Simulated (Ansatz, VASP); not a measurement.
## Ta3Cu in VASP and in Ansatz

File INCAR:

```
  ALGO = Normal
  EDIFF = 1E-6
  ENCUT = 520
  GGA = PE
  ISIF = 2
  ISMEAR = 0
  LASPH = True
  LCHARG = True
  LELF = True
  LREAL = False
  LVHAR = True
  LWAVE = False
  NBANDS = 30
  NELM = 80
  PREC = Accurate
  SIGMA = 0.1
```

The input KPOINTS:

```
k-points
0
Gamma
  6 6 6
```

POSCAR

```
Ta3Cu
1.0
   -2.0065070000      2.0065070000      4.2081700000
    2.0065070000     -2.0065070000      4.2081700000
    2.0065070000      2.0065070000     -4.2081700000
Ta Cu
3 1
Direct
    0.7500000000      0.2500000000      0.5000000000
    0.2500000000      0.7500000000      0.5000000000
    0.5000000000      0.5000000000      0.0000000000
    0.0000000000      0.0000000000      0.0000000000
```

Input for Ansatz:

```yaml
crystal:
  lattice:
    - [-2.006507, 2.006507, 4.20817]
    - [2.006507, -2.006507, 4.20817]
    - [2.006507, 2.006507, -4.20817]
  atoms:
    - { symbol: Ta, position: [0.75, 0.25, 0.5] }
    - { symbol: Ta, position: [0.25, 0.75, 0.5] }
    - { symbol: Ta, position: [0.5, 0.5, 0.0] }
    - { symbol: Cu, position: [0.0, 0.0, 0.0] }
basis:
  ecutwfc: 420
kpoints:
  mp_grid: { grid: [6, 6, 6] }
hamiltonian:
  xc: pbe
scf:
  occupations: { method: gaussian, width: 0.1 }
  lower_state_search: "off"
output:
  forces: true
  stress: true
  eigenvalues: true
```

Alike in both runs: task single point; functional PBE; k mesh 6 × 6 × 6; occupations gaussian, width 0.1 eV; no spin polarisation.

|  | VASP | Ansatz |
| --- | --- | --- |
| version | VASP 6.6.1 | Ansatz 0.2.0 |
| potentials or method | VASP PAW PBE potentials, release 64 (Ta_pv, Cu), cutoff 520 eV | scalar-relativistic, plane waves, PAW |
| valence electrons in the cell | 44 | 58 |

Ansatz gave:

| Quantity | Value |
| --- | --- |
| gap on the k mesh at the Fermi level (eV) | none |
| pressure (GPa) | 0.4 |
| traceless stress, the component that is largest in VASP (GPa) | 0.39 |

Problem. What did VASP give for the same quantities?

Solution. gap on the k mesh at the Fermi level (eV): none; pressure (GPa): 0.6; traceless stress, the component that is largest in VASP (GPa): 0.28.

A gap of «none» marks a metal or a gap that the smearing closes. With one functional, cell and mesh, what is left measures potentials, basis and numerics. VASP's potentials hold 44 valence electrons a cell and Ansatz's 58, so a difference there can come from the potentials and not from the codes.

The k mesh is coarse, so the values compare programs but aren't converged. Spin-orbit coupling is off throughout.
